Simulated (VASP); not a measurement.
# C (C2/m) in VASP: notebook

The runs below take C through single point, with LDA.

All numbers are computed with VASP 6.6.1; they aren't measurements. Logs are shortened: lines on timing, memory, paths and dates and some standing lists are left out, and cuts for length are marked.

**1. The cell of the first run**

Symmetry: C2/m, No. 12, monoclinic system. Conventional cell: a = 2.447 Å, b = 4.233 Å, c = 3.507 Å, α = 90.00°, β = 106.94°, γ = 90.00°. Within 1.9 Å of C (site symmetry 2) lie 3 C at 1.41 Å.

**2. Single point, LDA (strain -0.0600 x Voigt [0, 0, 0, 0, 1, 0])**

Contents of INCAR:

```
ALGO = Normal
EDIFF = 1E-6
ENCUT = 520
GGA = CA
ISIF = 2
ISMEAR = 0
LASPH = True
LCHARG = True
LELF = True
LREAL = False
LVHAR = True
LWAVE = False
NBANDS = 11
NELM = 60
PREC = Accurate
SIGMA = 0.03
```

Contents of KPOINTS:

```
k-points
0
Gamma
  16 16 16
```

Contents of POSCAR:

```
C
1.0
   -0.1007924773      2.1166507492      3.3597492418
    1.1219921904      0.0000000000      3.3230657018
    1.2227846677      2.1166507492     -0.0366835400
C
2
Direct
    0.1667065656      0.8332934344      0.1667065656
    0.8332934344      0.1667065656      0.8332934344
```

Potentials or basis: VASP PAW LDA potentials, release 64 (C).

Started as:

```bash
> cat potpaw_LDA.64/C/POTCAR > POTCAR
> mpirun -np 1 vasp_std > vasp.out
```

OUTCAR:

```text
EDIFF = 1E-6
   ENCUT = 520
   GGA = CA
   ISIF = 2
   ISMEAR = 0
   LASPH = True
   LREAL = False
   NELM = 60
   PREC = Accurate

 ion  position               nearest neighbor table
   1  0.167  0.833  0.167-   2 1.41   2 1.41   2 1.41
   2  0.833  0.167  0.833-   1 1.41   1 1.41   1 1.41

  LATTYP: Found a base centered monoclinic cell.
 ALAT       =     2.4466695941
 B/A-ratio  =     1.7302301498
 C/A-ratio  =     1.4335275477
 COS(beta)  =    -0.2913410905

  Lattice vectors:

 A1 = (  -1.2227846677,   2.1166507492,   0.0366835400)
 A2 = (  -1.2227846677,  -2.1166507492,   0.0366835400)
 A3 = (   1.1219921904,   0.0000000000,   3.3230657018)

Analysis of symmetry for initial positions (statically):
=====================================================================
 Subroutine PRICEL returns:
 Original cell was already a primitive cell.

 Routine SETGRP: Setting up the symmetry group for a
 base centered monoclinic supercell.

 Subroutine GETGRP returns: Found  4 space group operations
 (whereof  4 operations were pure point group operations)
 out of a pool of  4 trial point group operations.

The static configuration has the point symmetry C_2h.

Analysis of symmetry for dynamics (positions and initial velocities):
=====================================================================
 Subroutine PRICEL returns:
 Original cell was already a primitive cell.

 Routine SETGRP: Setting up the symmetry group for a
 base centered monoclinic supercell.

 Subroutine GETGRP returns: Found  4 space group operations
 (whereof  4 operations were pure point group operations)
 out of a pool of  4 trial point group operations.

The dynamic configuration has the point symmetry C_2h.

 Subroutine INISYM returns: Found  4 space group operations
 (whereof  4 operations are pure point group operations),
 and found     1 'primitive' translations

----------------------------------------------------------------------------------------

                                     Primitive cell

  volume of cell :      17.3758

  direct lattice vectors                    reciprocal lattice vectors
    -0.100792477  2.116650749  3.359749242    -0.404802442  0.236222249  0.136676557
     1.121992190  0.000000000  3.323065702     0.413739724 -0.236222249  0.161232822
     1.222784668  2.116650749 -0.036683540     0.404802442  0.236222249 -0.136676557

  length of vectors
     3.972188878  3.507368263  2.444740972     0.488207384  0.502968720  0.488207384

  position of ions in fractional coordinates (direct lattice)
     0.166706566  0.833293434  0.166706566
     0.833293434  0.166706566  0.833293434

  ion indices of the primitive-cell ions
   primitive index   ion index
                 1           1
                 2           2

----------------------------------------------------------------------------------------

 KPOINTS: k-points

Automatic generation of k-mesh.
 Grid dimensions read from file:
 generate k-points for:   16   16   16

 Generating k-lattice:

  Cartesian coordinates                     Fractional coordinates (reciprocal lattice)
    -0.025300153  0.014763891  0.008542285     0.062500000  0.000000000  0.000000000
     0.025858733 -0.014763891  0.010077051     0.000000000  0.062500000 -0.000000000
     0.025300153  0.014763891 -0.008542285     0.000000000  0.000000000  0.062500000

  Length of vectors
     0.030512961  0.031435545  0.030512961

  Shift w.r.t. Gamma in fractional coordinates (k-lattice)
     0.000000000  0.000000000  0.000000000

 Subroutine IBZKPT returns following result:
 ===========================================

 Found   1098 irreducible k-points:

 Following reciprocal coordinates:
            Coordinates               Weight
  0.000000  0.000000  0.000000      1.000000
  0.062500  0.000000 -0.000000      4.000000
  0.125000  0.000000 -0.000000      4.000000
  0.187500  0.000000 -0.000000      4.000000
  0.250000  0.000000 -0.000000      4.000000
  0.312500  0.000000 -0.000000      4.000000
[... 16 lines left out ...]
 -0.187500  0.062500  0.000000      4.000000
 -0.125000  0.062500  0.000000      4.000000
 [... further k-points ...]
   k-points           NKPTS =   1098   k-points in BZ     NKDIM =   1098   number of bands    NBANDS=     11
   number of dos      NEDOS =    301   number of ions     NIONS =      2
   total plane-waves  NPLWV =  15120
   dimension x,y,z NGX =    30 NGY =   28 NGZ =   18
   dimension x,y,z NGXF=    60 NGYF=   56 NGZF=   36
   ions per type =               2
   NGX,Y,Z   is equivalent  to a cutoff of  12.56, 13.27, 12.24 a.u.
   NGXF,Y,Z  is equivalent  to a cutoff of  25.11, 26.54, 24.48 a.u.
 SYSTEM =  unknown system
   PREC   = accura    normal or accurate (medium, high low for compatibility)
   ISTART =      0    job   : 0-new  1-cont  2-samecut
   ICHARG =      2    charge: 1-file 2-atom 10-const
   ISPIN  =      1    spin polarized calculation?
   LNONCOLLINEAR =      F non collinear calculations
   LSORBIT =      F    spin-orbit coupling
   LASPH  =      T    aspherical Exc in radial PAW
   ENCUT  =  520.0 eV  38.22 Ry    6.18 a.u.   7.39  6.52  4.55*2*pi/ulx,y,z
   NELM   =     60;   NELMIN=  2; NELMDL= -5     # of ELM steps
   EDIFF  = 0.1E-05   stopping-criterion for ELM
   LREAL  =      F    real-space projection
   EDIFFG = 0.1E-04   stopping-criterion for IOM
   NSW    =      0    number of steps for IOM
   IBRION =     -1    ionic relax: 0-MD 1-quasi-New 2-CG
   NFREE  =      0    steps in history (QN), initial steepest desc. (CG)
   ISIF   =      2    stress and relaxation
   ISYM   =      2    0-nonsym 1-usesym 2-fastsym
   POTIM  = 0.5000    time-step for ionic-motion
   TEBEG  =    0.0;   TEEND  =   0.0 temperature during run
   PSTRESS=    0.0 pullay stress
   NELECT =       8.0000    total number of electrons
   NUPDOWN=      -1.0000    fix difference up-down
   EMIN   =  10.00;   EMAX   =-10.00  energy-range for DOS
   EFERMI =   0.00;   METHOD = LEGACY
   ISMEAR =     0;   SIGMA  =   0.03  broadening in eV -4-tet -1-fermi 0-gaus
   EFERMI_NEDOS =   21; number of points for ismear=-14 and -15
   IALGO  =     38    algorithm
   IMIX   =      4    mixing-type and parameters
     AMIX     =   0.40;   BMIX     =  1.00
     AMIX_MAG =   1.60;   BMIX_MAG =  1.00
  volume/ion in A,a.u.               =       8.69        58.63
  Fermi-wavevector in a.u.,A,eV,Ry     =   1.264124  2.388849 21.742254  1.598011
  Thomas-Fermi vector in A             =   2.397446
   LORBIT       =      0    0 simple, 1 ext, 2 COOP (PROOUT), +10 PAW based schemes
   GGA     = CA    functional components
   LHFCALC =     F    Hartree Fock is set to
   AEXX    =    0.0000 exact exchange contribution
   IVDW    =     0    specifies the selected vdW correction
   LEPSILON=     F    determine dielectric tensor
   LRPA    =     F    only Hartree local field effects (RPA)
 non-spin polarized calculation
 Gauss-broadening in eV      SIGMA  =   0.03
  energy-cutoff  :      520.00
  volume of cell :       17.38
 maximum number of plane-waves:       486
 NGX is ok and might be reduce to    30
   NGX = 15   NGY = 13   NGZ =  9

 number of electron       8.0000001 magnetization

 Free energy of the ion-electron system (eV)
  ---------------------------------------------------
  ext. energy  EPLUGINS =         0.00000000
  ---------------------------------------------------
  free energy    TOTEN  =       -20.21899667 eV

  energy without entropy =      -20.21899665  energy(sigma->0) =      -20.21899666

 E-fermi :   4.6229     XC(G=0): -10.7998

 val. band max:        4.5388901065   @ k =  -0.4375  -0.0625   0.3125
 cond. band min:       4.7064180897   @ k =  -0.0000   0.3125   0.3125
 fundamental gap:      0.1675279832
 Fermi energy:         4.6229413124

 k-point     1 :       0.0000    0.0000    0.0000
  band No.  band energies     occupation
      1     -14.9224      2.00000
      2      -2.0002      2.00000
      3       1.7144      2.00000
      4       1.7218      2.00000
      5       8.4888      0.00000
      6      13.1487      0.00000
      7      13.2035      0.00000
      8      16.3074      0.00000
      9      18.1497      0.00000
     10      27.2791      0.00000
     11      30.0194      0.00000

 k-point     2 :       0.0625    0.0000   -0.0000
  band No.  band energies     occupation
      1     -14.8263      2.00000
      2      -1.9091      2.00000
      3       1.3536      2.00000
      4       1.5151      2.00000
      5       8.6369      0.00000
      6      13.2381      0.00000
      7      13.5695      0.00000
      8      15.9684      0.00000
      9      18.3001      0.00000
     10      27.5625      0.00000
     11      29.2661      0.00000

 k-point     3 :       0.1250    0.0000   -0.0000
  band No.  band energies     occupation
      1     -14.5391      2.00000
      2      -1.6360      2.00000
      3       0.3623      2.00000
      4       0.9962      2.00000
      5       9.0797      0.00000
      6      13.2921      0.00000
      7      14.6900      0.00000
      8      15.0217      0.00000
      9      18.7839      0.00000
     10      27.2474      0.00000
     11      28.5305      0.00000

 k-point     4 :       0.1875    0.0000   -0.0000
  band No.  band energies     occupation
      1     -14.0629      2.00000
      2      -1.1821      2.00000
      3      -1.0313      2.00000
      4       0.3300      2.00000
      5       9.8083      0.00000
      6      13.2216      0.00000
      7      13.6273      0.00000
      8      16.3428      0.00000
      9      19.5876      0.00000
     10      25.4256      0.00000
     11      29.3720      0.00000
[... 239 lines left out ...]
 k-point    22 :      -0.2500    0.0625    0.0000
  band No.  band energies     occupation
      1     -12.5910      2.00000
      2      -4.2681      2.00000
      3      -0.9212      2.00000
      4       0.4756      2.00000
      5      10.0377      0.00000
      6      11.5417      0.00000
      7      12.8530      0.00000
      8      20.4833      0.00000
      9      21.2115      0.00000
     10      22.8381      0.00000
     11      27.8993      0.00000

 k-point    23 :      -0.1875    0.0625    0.0000
  band No.  band energies     occupation
      1     -13.4252      2.00000
      2      -2.6115      2.00000
      3      -0.3564      2.00000
      4      -0.3369      2.00000
      5      10.3924      0.00000
      6      11.8488      0.00000
      7      13.0553      0.00000
      8      18.3318      0.00000
      9      20.6679      0.00000
     10      23.6142      0.00000
     11      28.7275      0.00000

 k-point    24 :      -0.1250    0.0625    0.0000
  band No.  band energies     occupation
      1     -14.0789      2.00000
      2      -1.0461      2.00000
      3      -1.0193      2.00000
      4       0.3317      2.00000
      5       9.5291      0.00000
      6      13.2346      0.00000
      7      13.5454      0.00000
      8      16.3417      0.00000
      9      19.6512      0.00000
     10      25.2126      0.00000
     11      29.5154      0.00000

 [... further k-points ...]
[... 5 lines left out ...]
  --------------------------------------------------------------------------------------
  -------------------------------------------------------------------------------------
  Total        0.0936820      0.1067811      0.0226690      0.0000000      0.0000000      0.0519820
  in kB        8.6381709      9.8460076      2.0902474      0.0000000      0.0000000      4.7931208
  external PRESSURE =       6.8581420 kB  Pullay stress =       0.0000000 kB

 VOLUME and BASIS-vectors are now :
 -----------------------------------------------------------------------------
  energy-cutoff  :      520.00
  volume of cell :       17.38
      direct lattice vectors                 reciprocal lattice vectors
    -0.100792477  2.116650749  3.359749242    -0.404802442  0.236222249  0.136676557
     1.121992190  0.000000000  3.323065702     0.413739724 -0.236222249  0.161232822
     1.222784668  2.116650749 -0.036683540     0.404802442  0.236222249 -0.136676557

 POSITION                                       TOTAL-FORCE (eV/Angst)
 -----------------------------------------------------------------------------------
      1.12199      0.70572      3.32307         0.000000     -0.017723      0.000000
      1.12199      3.52758      3.32307        -0.000000      0.017723     -0.000000
 -----------------------------------------------------------------------------------
    total drift:                                0.000000      0.000000     -0.000000

  FREE ENERGIE OF THE ION-ELECTRON SYSTEM (eV)
  ---------------------------------------------------
  free  energy   TOTEN  =       -20.2189966669 eV

  energy  without entropy=      -20.2189966527  energy(sigma->0) =      -20.21899666
```

Wall time 3.2 min (1 thread of Intel Xeon Platinum 8375C at 2.90GHz (Ice Lake), shared host); peak memory 0.26 GiB.

Results:

* Free energy: -20.2190 eV
* Pressure: 0.7 GPa
* Largest force: 0.018 eV/Å

Forces on the atoms (eV/Å):
```
C    0.000 -0.018  0.000
C    0.000  0.018  0.000
```

Stress tensor (GPa, compression positive):
```
0.86 0.00 0.48
0.00 0.98 0.00
0.48 0.00 0.21
```

Caveat: the cell differs from its parent crystal (strain -0.0600 x Voigt [0, 0, 0, 0, 1, 0]).

**3. Single point, LDA (strain +0.0450 x Voigt [0, 0, 0, 0, 1, 0])**

Contents of INCAR:

```
SYSTEM = C
PREC = Accurate
ENCUT = 520
EDIFF = 1E-7
ISMEAR = 0
SIGMA = 0.03
LREAL = .FALSE.
LASPH = .TRUE.
NELM = 100
ALGO = Normal
ISIF = 2
LWAVE = .FALSE.
LCHARG = .TRUE.
LELF = .TRUE.
LVHAR = .TRUE.
NBANDS = 11
```

Contents of KPOINTS:

```
Automatic mesh
0
G
  16 16 16
  0 0 0
```

Contents of POSCAR:

```
C
1.0
    0.0755943579      2.1166507492      3.3597492418
    1.2983790256      0.0000000000      3.3872618968
    1.2227846677      2.1166507492      0.0275126550
C
2
Direct
    0.1667065656      0.8332934344      0.1667065656
    0.8332934344      0.1667065656      0.8332934344
```

Potentials or basis: VASP PAW LDA potentials, release 64 (C).

Started as:

```bash
> cat potpaw_LDA.64/C/POTCAR > POTCAR
> mpirun -np 1 vasp_std > vasp.out
```

It took 4 min on 1 thread of Intel Xeon Platinum 8375C at 2.90GHz (Ice Lake), shared host; peak memory 0.26 GiB.

It converged, with:

- Free energy: -20.2197 eV
- Pressure: 0.8 GPa
- Largest force: 0.021 eV/Å

Forces in eV/Å, atoms in the order of the input:
```
C    0.000 -0.021  0.000
C    0.000  0.021  0.000
```

Stress tensor (GPa, compression positive):
```
 1.10  0.00 -0.36
 0.00  1.03  0.00
-0.36  0.00  0.13
```

Caveat: the cell differs from its parent crystal (strain +0.0450 x Voigt [0, 0, 0, 0, 1, 0]).

**4. Single point, LDA (strain -0.0300 x Voigt [0, 0, 0, 0, 1, 0])**

Contents of INCAR:

```
  PREC = Accurate
  ENCUT = 520
  EDIFF = 1E-6
  ISMEAR = 0
  SIGMA = 0.03
  LREAL = F
  LASPH = T
  NELM = 80
  ALGO = Normal
  ISIF = 2
  LWAVE = F
  LCHARG = F
  GGA = CA
  NBANDS = 11
```

Contents of KPOINTS:

```
regular mesh
0
Gamma
  16 16 16
```

Contents of POSCAR:

```
C
1.0
   -0.0503962386      2.1166507492      3.3597492418
    1.1723884291      0.0000000000      3.3414074718
    1.2227846677      2.1166507492     -0.0183417700
C
2
Direct
    0.1667065656      0.8332934344      0.1667065656
    0.8332934344      0.1667065656      0.8332934344
```

Started as:

```bash
> cat potpaw_LDA.64/C/POTCAR > POTCAR
> mpirun -np 1 vasp_std > vasp.out
```

Wall time 3.2 min (1 thread of Intel Xeon Platinum 8375C at 2.90GHz (Ice Lake), shared host); peak memory 0.26 GiB.

It converged, with:

- Free energy: -20.2202 eV
- Pressure: 0.8 GPa
- Largest force: 0.023 eV/Å

Forces in eV/Å, atoms in the order of the input:
```
C    0.000 -0.023  0.000
C    0.000  0.023  0.000
```

Stress tensor (GPa, compression positive):
```
1.26 0.00 0.24
0.00 1.06 0.00
0.24 0.00 0.07
```

Caveat: the cell differs from its parent crystal (strain -0.0300 x Voigt [0, 0, 0, 0, 1, 0]).

**5. Single point, LDA (strain +0.0150 x Voigt [0, 0, 0, 0, 1, 0])**

Contents of INCAR:

```
SYSTEM = C
PREC = Accurate
ENCUT = 520
EDIFF = 1E-7
ISMEAR = 0
SIGMA = 0.03
LREAL = .False.
LASPH = .True.
NELM = 100
ALGO = Normal
ISIF = 2
LWAVE = .False.
LCHARG = .False.
NBANDS = 11
```

Contents of KPOINTS:

```
regular mesh
0
Gamma
  16 16 16
  0 0 0
```

Contents of POSCAR:

```
C
1.0
    0.0251981193      2.1166507492      3.3597492418
    1.2479827870      0.0000000000      3.3689201268
    1.2227846677      2.1166507492      0.0091708850
C
2
Direct
    0.1667065656      0.8332934344      0.1667065656
    0.8332934344      0.1667065656      0.8332934344
```

Started as:

```bash
> cat potpaw_LDA.64/C/POTCAR > POTCAR
> mpirun -np 1 vasp_std > vasp.out
```

Run time: 3.3 min. Hardware: 1 thread of Intel Xeon Platinum 8375C at 2.90GHz (Ice Lake), shared host; peak memory 0.26 GiB.

Results (log left out):

* Free energy: -20.2205 eV
* Pressure: 0.8 GPa
* Largest force: 0.024 eV/Å

Forces on the atoms (eV/Å):
```
C    0.000 -0.024  0.000
C    0.000  0.024  0.000
```

Stress tensor (GPa, compression positive):
```
 1.36  0.00 -0.12
 0.00  1.08  0.00
-0.12  0.00  0.04
```

Caveat: the cell differs from its parent crystal (strain +0.0150 x Voigt [0, 0, 0, 0, 1, 0]).

**6. The runs side by side**

| cell | pressure (GPa) | largest force (eV/Å) |
| --- | --- | --- |
| a = 3.972, b = 3.507, c = 2.445 Å, angles 81.6, 64.2, 37.5°, 2 atoms | 0.7 | 0.02 |
| a = 3.972, b = 3.628, c = 2.445 Å, angles 79.1, 61.3, 37.2°, 2 atoms | 0.8 | 0.02 |
| a = 3.971, b = 3.541, c = 2.445 Å, angles 80.9, 63.3, 37.4°, 2 atoms | 0.8 | 0.02 |
| a = 3.971, b = 3.593, c = 2.444 Å, angles 79.8, 62.1, 37.3°, 2 atoms | 0.8 | 0.02 |

Alike in all rows: task single point; level LDA; potentials or basis VASP PAW LDA potentials, release 64 (C); no spin polarisation; k mesh 16 × 16 × 16; cutoff (eV) 520; smearing gaussian 0.03 eV.

Absolute energies hang on the potentials; compare differences alone.
